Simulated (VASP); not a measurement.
# GaCo (Pm-3m) in VASP: elastic constants with PBE

Aim: the elastic constants of GaCo with PBE.

Everything below comes from runs of VASP 6.6.1. Logs are shortened: lines on timing, memory, paths and dates and some standing lists are left out, and cuts for length are marked.

**1. The cell of the first run**

The structure is cubic, space group Pm-3m (No. 221). The conventional cell has a = 2.882 Å, b = 2.882 Å, c = 2.882 Å, α = 90.00°, β = 90.00°, γ = 90.00°. Within 3.3 Å of Ga (site symmetry m-3m) lie 8 Co at 2.50 Å and 6 Ga at 2.88 Å. Within 3.3 Å of Co (site symmetry m-3m) lie 8 Ga at 2.50 Å and 6 Co at 2.88 Å.

**2. Elastic constants, PBE**

Contents of INCAR:

```
SYSTEM = GaCo
ALGO = Normal
EDIFF = 1E-8
ENCUT = 600
GGA = PE
IBRION = 6
ISIF = 3
ISMEAR = 0
LASPH = .TRUE.
LCHARG = .TRUE.
LREAL = .FALSE.
LWAVE = .FALSE.
NBANDS = 18
NELM = 100
NFREE = 2
NSW = 1
POTIM = 0.015
PREC = Accurate
SIGMA = 0.2
```

Contents of KPOINTS:

```
k-points
0
G
  14 14 14
  0 0 0
```

Contents of POSCAR:

```
GaCo
1.0
    2.8821047235      0.0000000000      0.0000000000
    0.0000000000      2.8821047235      0.0000000000
    0.0000000000      0.0000000000      2.8821047235
Ga Co
1 1
Direct
    0.5000000000      0.5000000000      0.5000000000
    0.0000000000      0.0000000000      0.0000000000
```

Potentials or basis: VASP PAW PBE potentials, release 64 (Ga_d, Co).

Launch:

```
$ cat potpaw_PBE.64/Ga_d/POTCAR potpaw_PBE.64/Co/POTCAR > POTCAR
$ mpirun -np 1 vasp_std > vasp.out
```

OUTCAR:

```text
SYSTEM = GaCo
   EDIFF = 1E-8
   ENCUT = 600
   GGA = PE
   IBRION = 6
   ISIF = 3
   ISMEAR = 0
   LASPH = .TRUE.
   LREAL = .FALSE.
   NELM = 100
   NFREE = 2
   NSW = 1
   POTIM = 0.015
   PREC = Accurate

 ion  position               nearest neighbor table
   1  0.500  0.500  0.500-   2 2.50   2 2.50   2 2.50   2 2.50   2 2.50   2 2.50   2 2.50   2 2.50

   2  0.000  0.000  0.000-   1 2.50   1 2.50   1 2.50   1 2.50   1 2.50   1 2.50   1 2.50   1 2.50

  LATTYP: Found a simple cubic cell.
 ALAT       =     2.8821047235

  Lattice vectors:

 A1 = (   2.8821047235,   0.0000000000,   0.0000000000)
 A2 = (   0.0000000000,   2.8821047235,   0.0000000000)
 A3 = (   0.0000000000,   0.0000000000,   2.8821047235)

Analysis of symmetry for initial positions (statically):
=====================================================================
 Subroutine PRICEL returns:
 Original cell was already a primitive cell.

 Routine SETGRP: Setting up the symmetry group for a
 simple cubic supercell.

 Subroutine GETGRP returns: Found 48 space group operations
 (whereof 48 operations were pure point group operations)
 out of a pool of 48 trial point group operations.

The static configuration has the point symmetry O_h .

Analysis of symmetry for dynamics (positions and initial velocities):
=====================================================================
 Subroutine PRICEL returns:
 Original cell was already a primitive cell.

 Routine SETGRP: Setting up the symmetry group for a
 simple cubic supercell.

 Subroutine GETGRP returns: Found 48 space group operations
 (whereof 48 operations were pure point group operations)
 out of a pool of 48 trial point group operations.

The dynamic configuration has the point symmetry O_h .

 Subroutine INISYM returns: Found 48 space group operations
 (whereof 48 operations are pure point group operations),
 and found     1 'primitive' translations

----------------------------------------------------------------------------------------

                                     Primitive cell

  volume of cell :      23.9403

  direct lattice vectors                    reciprocal lattice vectors
     2.882104723  0.000000000  0.000000000     0.346968655  0.000000000  0.000000000
     0.000000000  2.882104723  0.000000000     0.000000000  0.346968655  0.000000000
     0.000000000  0.000000000  2.882104723     0.000000000  0.000000000  0.346968655

  length of vectors
     2.882104723  2.882104723  2.882104723     0.346968655  0.346968655  0.346968655

  position of ions in fractional coordinates (direct lattice)
     0.500000000  0.500000000  0.500000000
     0.000000000  0.000000000  0.000000000

  ion indices of the primitive-cell ions
   primitive index   ion index
                 1           1
                 2           2

----------------------------------------------------------------------------------------

 KPOINTS: k-points

Automatic generation of k-mesh.
 Grid dimensions read from file:
 generate k-points for:   14   14   14

 Generating k-lattice:

  Cartesian coordinates                     Fractional coordinates (reciprocal lattice)
     0.024783475  0.000000000  0.000000000     0.071428571  0.000000000  0.000000000
     0.000000000  0.024783475  0.000000000     0.000000000  0.071428571  0.000000000
     0.000000000  0.000000000  0.024783475     0.000000000  0.000000000  0.071428571

  Length of vectors
     0.024783475  0.024783475  0.024783475

  Shift w.r.t. Gamma in fractional coordinates (k-lattice)
     0.000000000  0.000000000  0.000000000

 Subroutine IBZKPT returns following result:
 ===========================================

 Found    120 irreducible k-points:

 Following reciprocal coordinates:
            Coordinates               Weight
  0.000000  0.000000  0.000000      1.000000
  0.071429  0.000000  0.000000      6.000000
[... 47 lines left out ...]
   ISIF   =      3    stress and relaxation
   ISYM   =      2    0-nonsym 1-usesym 2-fastsym
   POTIM  = 0.0150    time-step for ionic-motion
   TEBEG  =    0.0;   TEEND  =   0.0 temperature during run
   PSTRESS=    0.0 pullay stress
   NELECT =      22.0000    total number of electrons
   NUPDOWN=      -1.0000    fix difference up-down
   EMIN   =  10.00;   EMAX   =-10.00  energy-range for DOS
   EFERMI =   0.00;   METHOD = LEGACY
   ISMEAR =     0;   SIGMA  =   0.20  broadening in eV -4-tet -1-fermi 0-gaus
   EFERMI_NEDOS =   21; number of points for ismear=-14 and -15
   IALGO  =     38    algorithm
   IMIX   =      4    mixing-type and parameters
     AMIX     =   0.40;   BMIX     =  1.00
     AMIX_MAG =   1.60;   BMIX_MAG =  1.00
  volume/ion in A,a.u.               =      11.97        80.78
  Fermi-wavevector in a.u.,A,eV,Ry     =   1.591620  3.007725 34.467002  2.533253
  Thomas-Fermi vector in A             =   2.690132
   LORBIT       =      0    0 simple, 1 ext, 2 COOP (PROOUT), +10 PAW based schemes
   GGA     = PE    functional components
   LHFCALC =     F    Hartree Fock is set to
   AEXX    =    0.0000 exact exchange contribution
   IVDW    =     0    specifies the selected vdW correction
   LEPSILON=     F    determine dielectric tensor
   LRPA    =     F    only Hartree local field effects (RPA)
 finite differences with symmetry
 non-spin polarized calculation
 Gauss-broadening in eV      SIGMA  =   0.20
  energy-cutoff  :      600.00
  volume of cell :       23.94
 maximum number of plane-waves:       840
 NGX is ok and might be reduce to    24
   NGX = 11   NGY = 11   NGZ = 11

--------------------------------------- Ionic step        1  -------------------------------------------

 number of electron      22.0000019 magnetization

 Free energy of the ion-electron system (eV)
  ---------------------------------------------------
  ext. energy  EPLUGINS =         0.00000000
  ---------------------------------------------------
  free energy    TOTEN  =       -10.49035262 eV

  energy without entropy =      -10.46481332  energy(sigma->0) =      -10.47758297

------------------------ aborting loop because EDIFF is reached ----------------------------------------

  FORCE on cell =-STRESS in cart. coord.  units (eV):
  Direction    XX          YY          ZZ          XY          YZ          ZX
  --------------------------------------------------------------------------------------
  -------------------------------------------------------------------------------------
  Total        0.0232829      0.0232829      0.0232829      0.0000000     -0.0000000      0.0000000
  in kB        1.5581848      1.5581848      1.5581848      0.0000000     -0.0000000      0.0000000
  external PRESSURE =       1.5581848 kB  Pullay stress =       0.0000000 kB
[... 89 lines left out ...]
  FREE ENERGIE OF THE ION-ELECTRON SYSTEM (eV)
  ---------------------------------------------------
  free  energy   TOTEN  =       -10.4861887602 eV

  energy  without entropy=      -10.4612566825  energy(sigma->0) =      -10.47372272

[... ionic steps 4 to 14 ...]

--------------------------------------- Ionic step       15  -------------------------------------------

 number of electron      22.0000012 magnetization

------------------------ aborting loop because EDIFF is reached ----------------------------------------
[... 67 lines left out ...]
--------------------------------------- Ionic step       17  -------------------------------------------

 number of electron      22.0000019 magnetization

 Free energy of the ion-electron system (eV)
  ---------------------------------------------------
  ext. energy  EPLUGINS =         0.00000000
  ---------------------------------------------------
  free energy    TOTEN  =       -10.48966186 eV

  energy without entropy =      -10.46412518  energy(sigma->0) =      -10.47689352

 E-fermi :   9.7155     XC(G=0): -13.1646

 val. band max:        9.6989453616   @ k =   0.5000   0.3571   0.0714
 cond. band min:       9.7377933922   @ k =   0.4286   0.2143   0.5000
 fundamental gap:      0.0388480306
 Fermi energy:         9.7155341682

 k-point     1 :       0.0000    0.0000    0.0000
  band No.  band energies     occupation
      1      -5.4396      2.00000
      2      -5.4396      2.00000
      3      -5.0973      2.00000
      4      -5.0973      2.00000
      5      -5.0973      2.00000
      6      -2.3115      2.00000
[... 481 lines left out ...]
      5      -5.1285      2.00000
      6       0.8291      2.00000
[... 10 lines left out ...]
     17      25.5039      0.00000
     18      26.4183      0.00000

 [... further k-points ...]

------------------------ aborting loop because EDIFF is reached ----------------------------------------

  FORCE on cell =-STRESS in cart. coord.  units (eV):
  Direction    XX          YY          ZZ          XY          YZ          ZX
  --------------------------------------------------------------------------------------
  -------------------------------------------------------------------------------------
  Total        0.0238381      0.0263520      0.0263520      0.0000000      0.0000000      0.0000000
  in kB        1.5953379      1.7635811      1.7635811      0.0000000      0.0000000      0.0000000
  external PRESSURE =       1.7075000 kB  Pullay stress =       0.0000000 kB
[... 17 lines left out ...]
  FREE ENERGIE OF THE ION-ELECTRON SYSTEM (eV)
  ---------------------------------------------------
  free  energy   TOTEN  =       -10.4896618568 eV

  energy  without entropy=      -10.4641251784  energy(sigma->0) =      -10.47689352

 INTERNAL STRAIN TENSORS FROM STRAINED CELLS
 ============================================

 INTERNAL STRAIN TENSOR FOR ION    1 for displacements in x,y,z  (eV/Angst):
          X           Y           Z          XY          YZ          ZX
  --------------------------------------------------------------------------------
  x     0.00000     0.00000     0.00000     0.00000     0.00000     0.00000
  y     0.00000     0.00000     0.00000     0.00000     0.00000     0.00000
  z     0.00000     0.00000     0.00000     0.00000     0.00000     0.00000

 INTERNAL STRAIN TENSORS FROM DISPLACED ATOMS
 ============================================

 INTERNAL STRAIN TENSOR FOR ION    1 for displacements in x,y,z  (eV/Angst):
          X           Y           Z          XY          YZ          ZX
  --------------------------------------------------------------------------------
  x     0.00000     0.00000     0.00000     0.00000     0.00000     0.00000
  y     0.00000     0.00000     0.00000     0.00000     0.00000     0.00000
  z     0.00000     0.00000     0.00000     0.00000     0.00000     0.00000

 INTERNAL STRAIN TENSOR FOR ION    2 for displacements in x,y,z  (eV/Angst):
          X           Y           Z          XY          YZ          ZX
  --------------------------------------------------------------------------------
  x     0.00000     0.00000     0.00000     0.00000     0.00000     0.00000
  y     0.00000     0.00000     0.00000     0.00000     0.00000     0.00000
  z     0.00000     0.00000     0.00000     0.00000     0.00000     0.00000

 Eigenvectors and eigenvalues of the dynamical matrix
 ----------------------------------------------------

   1 f  =    6.856897 THz    43.083152 2PiTHz  228.721452 cm-1    28.357833 meV
             X         Y         Z           dx          dy          dz
      1.441052  1.441052  1.441052     0.677261    0.000000   -0.000000
      0.000000  0.000000  0.000000    -0.735743    0.000000    0.000000
[... 21 lines left out ...]
   6 f/i=    0.004241 THz     0.026647 2PiTHz    0.141465 cm-1     0.017539 meV
             X         Y         Z           dx          dy          dz
      1.441052  1.441052  1.441052    -0.735743   -0.000000    0.000000
      0.000000  0.000000  0.000000    -0.677261   -0.000000    0.000000

--------------------------------------------------------------------------------------------------------

 ELASTIC MODULI CONTR FROM IONIC RELAXATION (kBar)
 Direction    XX          YY          ZZ          XY          YZ          ZX
 --------------------------------------------------------------------------------
 XX           0.0000      0.0000      0.0000      0.0000      0.0000      0.0000
 YY           0.0000      0.0000      0.0000      0.0000      0.0000      0.0000
 ZZ           0.0000      0.0000      0.0000      0.0000      0.0000      0.0000
 XY           0.0000      0.0000      0.0000      0.0000      0.0000      0.0000
 YZ           0.0000      0.0000      0.0000      0.0000      0.0000      0.0000
 ZX           0.0000      0.0000      0.0000      0.0000      0.0000      0.0000
 --------------------------------------------------------------------------------

 TOTAL ELASTIC MODULI (kBar)
 Direction    XX          YY          ZZ          XY          YZ          ZX
 --------------------------------------------------------------------------------
 XX        2158.8074   1573.3750   1573.3750     -0.0000      0.0000      0.0000
 YY        1573.3750   2158.8074   1573.3750      0.0000      0.0000     -0.0000
 ZZ        1573.3750   1573.3750   2158.8074     -0.0000     -0.0000     -0.0000
 XY          -0.0000      0.0000     -0.0000   1057.2253      0.0000      0.0000
 YZ           0.0000      0.0000     -0.0000      0.0000   1057.2253      0.0000
 ZX           0.0000     -0.0000     -0.0000      0.0000      0.0000   1057.2253
 --------------------------------------------------------------------------------
```

It took 18 min on 1 thread of Intel Xeon Platinum 8488C (Sapphire Rapids), shared host; peak memory 0.77 GiB.

Results:

| Item | Value |
| --- | --- |
| Elastic constants C11, C12, C44 | 216, 157, 106 GPa |
| Voigt bulk modulus | 177 GPa |
| Highest phonon frequency at Γ | 229 cm⁻¹ |

Phonon frequencies in cm⁻¹ (negative: imaginary):
| q point | frequencies |
| --- | --- |
| (0.000, 0.000, 0.000) | 0 0 0 229 229 229 |

Elastic tensor in Voigt notation (GPa, in the Cartesian axes of the cell as first typed):
```
216 157 157   0   0   0
157 216 157   0   0   0
157 157 216   0   0   0
  0   0   0 106   0   0
  0   0   0   0 106   0
  0   0   0   0   0 106
```

Clamped-ion elastic tensor (GPa):
```
216 157 157   0   0   0
157 216 157   0   0   0
157 157 216   0   0   0
  0   0   0 106   0   0
  0   0   0   0 106   0
  0   0   0   0   0 106
```

Caveat: the run has no spin polarisation, though such a crystal can be magnetic. Spin polarisation is off, so any magnetic state and its effect on volume and gap are missing.
